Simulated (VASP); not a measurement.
# Al2Cu in VASP: single point with PBEsol

Aim: the single point of Al2Cu with PBEsol.

All numbers are computed with VASP 6.6.1; they aren't measurements. Logs are shortened: lines on timing, memory, paths and dates and some standing lists are left out, and cuts for length are marked.

## Step 1: The cell of the first run

The typed cell holds 3 atoms: a = 4.049 Å, b = 4.049 Å, c = 4.049 Å, α = 120.00°, β = 120.00°, γ = 90.00°.

## Step 2: Single point, PBEsol

Contents of INCAR:

```
SYSTEM = Al2Cu
  PREC = Accurate
  ENCUT = 520
  EDIFF = 1E-6
  ISMEAR = 0
  SIGMA = 0.15
  LREAL = .False.
  LASPH = .True.
  NELM = 100
  ALGO = Fast
  ISIF = 2
  LWAVE = .False.
  LCHARG = .False.
  GGA = PS
  NBANDS = 16
```

Contents of KPOINTS:

```
regular mesh
0
Gamma
  16 16 16
  0 0 0
```

Contents of POSCAR:

```
Al2Cu
1.0
   -2.0246315513      2.0246315513      2.8630136555
    2.0246315513     -2.0246315513      2.8630136555
    2.0246315513      2.0246315513     -2.8630136555
Al Cu
2 1
Direct
    0.7500000000      0.2500000000      0.5000000000
    0.2500000000      0.7500000000      0.5000000000
    0.4735338840      0.4911779613     -0.0176440773
```

Potentials or basis: VASP PAW PBE potentials, release 64 (Al, Cu).

On the command line:

```sh
cat potpaw_PBE.64/Al/POTCAR potpaw_PBE.64/Cu/POTCAR > POTCAR
mpirun -np 1 vasp_std > vasp.out
```

OUTCAR:

```text
SYSTEM = Al2Cu
   PREC = Accurate
   ENCUT = 520
   EDIFF = 1E-6
   ISMEAR = 0
   LREAL = .False.
   LASPH = .True.
   NELM = 100
   ISIF = 2
   GGA = PS

 ion  position               nearest neighbor table
   1  0.750  0.250  0.500-   3 2.39   3 2.51   3 2.51   3 2.51   2 2.86   2 2.86   2 2.86   2 2.86
                             2 2.86   2 2.86
   2  0.250  0.750  0.500-   3 2.45   3 2.45   3 2.45   3 2.57   1 2.86   1 2.86   1 2.86   1 2.86
                             1 2.86   1 2.86
   3  0.474  0.491  0.982-   1 2.39   2 2.45   2 2.45   2 2.45   1 2.51   1 2.51   1 2.51   2 2.57

  LATTYP: Found a body centered tetragonal cell.
 ALAT       =     4.0492631026
 C/A-ratio  =     1.4140911978

  Lattice vectors:

 A1 = (  -2.0246315513,   2.0246315513,   2.8630136555)
 A2 = (   2.0246315513,  -2.0246315513,   2.8630136555)
 A3 = (   2.0246315513,   2.0246315513,  -2.8630136555)

Analysis of symmetry for initial positions (statically):
=====================================================================
 Subroutine PRICEL returns:
 Original cell was already a primitive cell.

 Routine SETGRP: Setting up the symmetry group for a
 body centered tetragonal supercell.

 Subroutine GETGRP returns: Found  2 space group operations
 (whereof  2 operations were pure point group operations)
 out of a pool of 16 trial point group operations.

The static configuration has the point symmetry C_1h.

Analysis of symmetry for dynamics (positions and initial velocities):
=====================================================================
 Subroutine PRICEL returns:
 Original cell was already a primitive cell.

 Routine SETGRP: Setting up the symmetry group for a
 body centered tetragonal supercell.

 Subroutine GETGRP returns: Found  2 space group operations
 (whereof  2 operations were pure point group operations)
 out of a pool of 16 trial point group operations.

The dynamic configuration has the point symmetry C_1h.

 Subroutine INISYM returns: Found  2 space group operations
 (whereof  2 operations are pure point group operations),
 and found     1 'primitive' translations

----------------------------------------------------------------------------------------

                                     Primitive cell

  volume of cell :      46.9435

  direct lattice vectors                    reciprocal lattice vectors
    -2.024631551  2.024631551  2.863013656     0.000000000  0.246958514  0.174641151
     2.024631551 -2.024631551  2.863013656     0.246958514  0.000000000  0.174641151
     2.024631551  2.024631551 -2.863013656     0.246958514  0.246958514  0.000000000

  length of vectors
     4.049087926  4.049087926  4.049087926     0.302469898  0.302469898  0.349252080

  position of ions in fractional coordinates (direct lattice)
     0.750000000  0.250000000  0.500000000
     0.250000000  0.750000000  0.500000000
     0.473533884  0.491177961  0.982355923

  ion indices of the primitive-cell ions
   primitive index   ion index
                 1           1
                 2           2
                 3           3

----------------------------------------------------------------------------------------

 KPOINTS: regular mesh

Automatic generation of k-mesh.
 Grid dimensions read from file:
 generate k-points for:   16   16   16

 Generating k-lattice:

  Cartesian coordinates                     Fractional coordinates (reciprocal lattice)
     0.000000000  0.015434907  0.010915072     0.062500000  0.000000000  0.000000000
     0.015434907  0.000000000  0.010915072     0.000000000  0.062500000  0.000000000
     0.015434907  0.015434907  0.000000000     0.000000000  0.000000000  0.062500000

  Length of vectors
     0.018904369  0.018904369  0.021828255

  Shift w.r.t. Gamma in fractional coordinates (k-lattice)
     0.000000000  0.000000000  0.000000000

 Subroutine IBZKPT returns following result:
 ===========================================

 Found   1098 irreducible k-points:

 Following reciprocal coordinates:
            Coordinates               Weight
  0.000000  0.000000  0.000000      1.000000
  0.062500 -0.000000  0.000000      2.000000
 -0.000000  0.062500  0.000000      4.000000
 -0.000000  0.062500 -0.062500      2.000000
  0.125000 -0.000000  0.000000      2.000000
 -0.000000  0.125000  0.000000      4.000000
[... 16 lines left out ...]
  0.500000 -0.000000  0.000000      1.000000
 -0.000000  0.500000  0.000000      2.000000
 [... further k-points ...]
   k-points           NKPTS =   1098   k-points in BZ     NKDIM =   1098   number of bands    NBANDS=     16
   number of dos      NEDOS =    301   number of ions     NIONS =      3
   total plane-waves  NPLWV =  27000
   dimension x,y,z NGX =    30 NGY =   30 NGZ =   30
   dimension x,y,z NGXF=    60 NGYF=   60 NGZF=   60
   ions per type =               2   1
   NGX,Y,Z   is equivalent  to a cutoff of  12.32, 12.32, 12.32 a.u.
   NGXF,Y,Z  is equivalent  to a cutoff of  24.63, 24.63, 24.63 a.u.
 SYSTEM =  Al2Cu
   PREC   = accura    normal or accurate (medium, high low for compatibility)
   ISTART =      0    job   : 0-new  1-cont  2-samecut
   ICHARG =      2    charge: 1-file 2-atom 10-const
   ISPIN  =      1    spin polarized calculation?
   LNONCOLLINEAR =      F non collinear calculations
   LSORBIT =      F    spin-orbit coupling
   LASPH  =      T    aspherical Exc in radial PAW
   ENCUT  =  520.0 eV  38.22 Ry    6.18 a.u.   7.53  7.53  7.53*2*pi/ulx,y,z
   NELM   =    100;   NELMIN=  2; NELMDL= -5     # of ELM steps
   EDIFF  = 0.1E-05   stopping-criterion for ELM
   LREAL  =      F    real-space projection
   EDIFFG = 0.1E-04   stopping-criterion for IOM
   NSW    =      0    number of steps for IOM
   IBRION =     -1    ionic relax: 0-MD 1-quasi-New 2-CG
   NFREE  =      0    steps in history (QN), initial steepest desc. (CG)
   ISIF   =      2    stress and relaxation
   ISYM   =      2    0-nonsym 1-usesym 2-fastsym
   POTIM  = 0.5000    time-step for ionic-motion
   TEBEG  =    0.0;   TEEND  =   0.0 temperature during run
   PSTRESS=    0.0 pullay stress
   NELECT =      17.0000    total number of electrons
   NUPDOWN=      -1.0000    fix difference up-down
   EMIN   =  10.00;   EMAX   =-10.00  energy-range for DOS
   EFERMI =   0.00;   METHOD = LEGACY
   ISMEAR =     0;   SIGMA  =   0.15  broadening in eV -4-tet -1-fermi 0-gaus
   EFERMI_NEDOS =   21; number of points for ismear=-14 and -15
   IALGO  =     68    algorithm
   IMIX   =      4    mixing-type and parameters
     AMIX     =   0.40;   BMIX     =  1.00
     AMIX_MAG =   1.60;   BMIX_MAG =  1.00
  volume/ion in A,a.u.               =      15.65       105.60
  Fermi-wavevector in a.u.,A,eV,Ry     =   1.166897  2.205116 18.526366  1.361650
  Thomas-Fermi vector in A             =   2.303405
   LORBIT       =      0    0 simple, 1 ext, 2 COOP (PROOUT), +10 PAW based schemes
   GGA     = PS    functional components
   LHFCALC =     F    Hartree Fock is set to
   AEXX    =    0.0000 exact exchange contribution
   IVDW    =     0    specifies the selected vdW correction
   LEPSILON=     F    determine dielectric tensor
   LRPA    =     F    only Hartree local field effects (RPA)
 non-spin polarized calculation
 RMM-DIIS sequential band-by-band and
 Gauss-broadening in eV      SIGMA  =   0.15
  energy-cutoff  :      520.00
  volume of cell :       46.94
 maximum number of plane-waves:      1295
   NGX = 15   NGY = 15   NGZ = 15

 number of electron      16.9999987 magnetization

 Free energy of the ion-electron system (eV)
  ---------------------------------------------------
  ext. energy  EPLUGINS =         0.00000000
  ---------------------------------------------------
  free energy    TOTEN  =       -12.98954582 eV

  energy without entropy =      -12.98030160  energy(sigma->0) =      -12.98492371

 E-fermi :   7.1021     XC(G=0): -10.6342

 val. band max:        7.0895433019   @ k =  -0.0625   0.1250   0.0625
 cond. band min:       7.1062653630   @ k =  -0.1875  -0.1250   0.1250
 fundamental gap:      0.0167220611
 Fermi energy:         7.1020519210

 k-point     1 :       0.0000    0.0000    0.0000
  band No.  band energies     occupation
      1      -3.2028      2.00000
      2       2.4614      2.00000
      3       2.4687      2.00000
      4       2.4687      2.00000
      5       3.0334      2.00000
      6       3.0335      2.00000
[... 8 lines left out ...]
     15      14.1146      0.00000
     16      14.1246      0.00000

 k-point     2 :       0.0625   -0.0000    0.0000
  band No.  band energies     occupation
      1      -3.1498      2.00000
      2       2.4444      2.00000
      3       2.4771      2.00000
      4       2.4771      2.00000
      5       3.0311      2.00000
      6       3.0312      2.00000
[... 8 lines left out ...]
     15      13.4684      0.00000
     16      13.9780      0.00000

 k-point     3 :      -0.0000    0.0625    0.0000
  band No.  band energies     occupation
      1      -3.1498      2.00000
      2       2.4503      2.00000
      3       2.4711      2.00000
      4       2.4770      2.00000
      5       3.0311      2.00000
      6       3.0313      2.00000
[... 8 lines left out ...]
     15      13.4681      0.00000
     16      13.9892      0.00000

 k-point     4 :      -0.0000    0.0625   -0.0625
  band No.  band energies     occupation
      1      -3.1498      2.00000
      2       2.4503      2.00000
      3       2.4711      2.00000
      4       2.4770      2.00000
      5       3.0312      2.00000
      6       3.0312      2.00000
[... 8 lines left out ...]
     15      13.4670      0.00000
     16      13.9892      0.00000
[... 324 lines left out ...]
 k-point    22 :       0.0000    0.4375   -0.4375
  band No.  band energies     occupation
      1      -0.7822      2.00000
      2       0.9275      2.00000
      3       2.6084      2.00000
      4       2.6099      2.00000
      5       3.0836      2.00000
      6       3.0883      2.00000
[... 8 lines left out ...]
     15      16.2559      0.00000
     16      17.9411      0.00000

 k-point    23 :       0.5000   -0.0000    0.0000
  band No.  band energies     occupation
      1      -0.4002      2.00000
      2       0.5317      2.00000
      3       2.6142      2.00000
      4       2.6143      2.00000
      5       3.0682      2.00000
      6       3.0941      2.00000
[... 8 lines left out ...]
     15      16.9182      0.00000
     16      18.4193      0.00000

 k-point    24 :      -0.0000    0.5000    0.0000
  band No.  band energies     occupation
      1      -0.4024      2.00000
      2       0.5330      2.00000
      3       2.6100      2.00000
      4       2.6112      2.00000
      5       3.0774      2.00000
      6       3.0923      2.00000
[... 8 lines left out ...]
     15      16.9283      0.00000
     16      18.3858      0.00000

 [... further k-points ...]

------------------------ aborting loop because EDIFF is reached ----------------------------------------

  FORCE on cell =-STRESS in cart. coord.  units (eV):
  Direction    XX          YY          ZZ          XY          YZ          ZX
  --------------------------------------------------------------------------------------
  -------------------------------------------------------------------------------------
  Total        0.1388469      0.2578688      0.2010658      0.0000000      0.0841500      0.0000000
  in kB        4.7388336      8.8010388      6.8623591      0.0000000      2.8720312      0.0000000
  external PRESSURE =       6.8007438 kB  Pullay stress =       0.0000000 kB

 VOLUME and BASIS-vectors are now :
 -----------------------------------------------------------------------------
  energy-cutoff  :      520.00
  volume of cell :       46.94
      direct lattice vectors                 reciprocal lattice vectors
    -2.024631551  2.024631551  2.863013656     0.000000000  0.246958514  0.174641151
     2.024631551 -2.024631551  2.863013656     0.246958514  0.000000000  0.174641151
     2.024631551  2.024631551 -2.863013656     0.246958514  0.246958514  0.000000000

 POSITION                                       TOTAL-FORCE (eV/Angst)
 -----------------------------------------------------------------------------------
      0.00000      2.02463      1.43151        -0.000000     -0.320095     -0.226308
      2.02463      0.00000      1.43151         0.000000     -0.229664     -0.162362
      2.02463      1.95319     -0.05052         0.000000      0.549759      0.388670
 -----------------------------------------------------------------------------------
    total drift:                               -0.000001     -0.000139     -0.000099

  FREE ENERGIE OF THE ION-ELECTRON SYSTEM (eV)
  ---------------------------------------------------
  free  energy   TOTEN  =       -12.9895458210 eV

  energy  without entropy=      -12.9803015983  energy(sigma->0) =      -12.98492371
```

Wall time 13 min (1 thread of Oxide Virtual Turin-like, shared host); peak memory 0.8 GiB.

Results:

- Free energy: -12.9895 eV
- Pressure: 0.7 GPa
- Largest force: 0.673 eV/Å
- Band gap on the k mesh: zero (an odd number of electrons rules out a gap without spin polarisation)

Forces on the atoms (eV/Å):
```
Al   0.000 -0.320 -0.226
Al   0.000 -0.230 -0.162
Cu   0.000  0.550  0.389
```

Caveat: the cell differs from its parent crystal (all Cu atoms moved +0.087 Å, as atom 3 towards its neighbour atom 1 (Al) at 2.480 Å); the PAW data sets were made with another functional, which shifts forces and pressure a little.
